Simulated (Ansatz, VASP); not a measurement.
**Two plane-wave programs on TaC6N**

```
CELL_PARAMETERS angstrom
5.77288 0.00000 0.00000
0.00000 5.77288 0.00000
0.00000 0.00000 4.15801
ATOMIC_POSITIONS crystal
Ta 0.00000 0.00000 0.50000
C 0.50000 0.00000 0.50000
C 0.00000 0.50000 0.50000
C 0.23473 0.76527 0.00000
C 0.76527 0.23473 0.00000
C 0.23473 0.23473 0.00000
C 0.76527 0.76527 0.00000
N 0.50000 0.50000 0.50000
```

Change from the starting cell: species swapped into the CaMg6Zr type (P4/mmm, No. 123).

Alike in both runs: task relaxation of cell and atoms; functional PBE; k mesh 3 × 3 × 4; occupations gaussian, width 0.2 eV; no spin polarisation.

|  | VASP | Ansatz |
| --- | --- | --- |
| version | VASP 6.6.1 | Ansatz 0.2.0 |
| potentials or method | VASP PAW PBE potentials, release 64 (Ta_pv, C, N), cutoff 600 eV | scalar-relativistic, plane waves, PAW |
| valence electrons in the cell | 40 | 42 |

VASP gave:

- gap on the k mesh at the Fermi level, each at its own relaxed structure (eV): none
- relaxed volume (Å³/atom): 10.03
- relaxed length of the cell vector where the two differ most in proportion (Å): 4.185

Q: Which values does Ansatz return?

A: gap on the k mesh at the Fermi level, each at its own relaxed structure (eV): none; relaxed volume (Å³/atom): 9.94; relaxed length of the cell vector where the two differ most in proportion (Å): 4.171.

A gap of «none» marks a metal or a gap that the smearing closes. VASP's potentials hold 40 valence electrons a cell and Ansatz's 42, so a difference there can come from the potentials and not from the codes.

The k mesh is coarse, so the values compare programs but aren't converged. Neither program's run includes spin-orbit coupling. Noted on VASP's run: the volume moved by over 15 % at a fixed basis, so the end points are rough.
